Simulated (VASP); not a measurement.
Here is a VASP 6.6.1 calculation.

Contents of POSCAR:

```
Se
1.0
    1.7642946041      1.0186159645      8.5267251162
   -1.7642946041      1.0186159645      8.5267251162
    0.0000000000     -2.0372319292      8.5267251162
Se
3
Direct
    0.0000000000      0.0000000000      0.0000000000
    0.2222200000      0.2222200000      0.2222200000
    0.7777800000      0.7777800000      0.7777800000
```

INCAR.step1

```
PREC     = Accurate       # precision mode
ENCUT    = 520            # plane-wave cutoff, eV
ISMEAR   = 0              # smearing method
SIGMA    = 0.1            # smearing width, eV
LREAL    = F              # projectors in reciprocal space
LASPH    = T              # aspherical terms in the spheres
NELM     = 100            # most SCF steps
NBANDS   = 16             # bands
GGA      = PE             # functional
ALGO     = Normal         # electronic algorithm
EDIFF    = 1E-4           # SCF threshold, eV
LWAVE    = T              # write WAVECAR
LCHARG   = F              # write CHGCAR
```

File INCAR.step2:

```
PREC     = Accurate       # precision mode
ENCUT    = 520            # plane-wave cutoff, eV
EDIFF    = 1E-6           # SCF threshold, eV
ISMEAR   = 0              # smearing method
SIGMA    = 0.1            # smearing width, eV
LREAL    = F              # projectors in reciprocal space
LASPH    = T              # aspherical terms in the spheres
NELM     = 100            # most SCF steps
ALGO     = Normal         # electronic algorithm
ISIF     = 2              # what is computed and relaxed
LWAVE    = F              # write WAVECAR
LCHARG   = F              # write CHGCAR
METAGGA  = R2SCAN         # meta-GGA
LMIXTAU  = T            
NBANDS   = 16             # bands
ISTART   = 1
```

Contents of KPOINTS:

```
Automatic mesh
0
Gamma
  6 6 6
```

Potentials or basis: VASP PAW PBE potentials, release 64 (Se).

Launch:

```console
$ cat potpaw_PBE.64/Se/POTCAR > POTCAR
$ cp INCAR.step1 INCAR
$ mpirun -np 1 vasp_std > vasp.out
$ cp INCAR.step2 INCAR
$ mpirun -np 1 vasp_std > vasp.out
```

Question: Estimate the band gap on the k mesh.

Answer: Zero (band 9 reaches 2.22 eV, above the bottom of band 10 at 0.34 eV).

Question: Predict the largest force.

Answer: 0.042 eV/Å.

Question: Estimate the pressure.

Answer: -11.0 GPa.

Forces in eV/Å, atoms in the order of the input:
```
Se   0.000  0.000  0.000
Se   0.000  0.000 -0.042
Se   0.000  0.000  0.042
```

Caveat: the PAW data sets were made with another functional, which shifts forces and pressure a little.
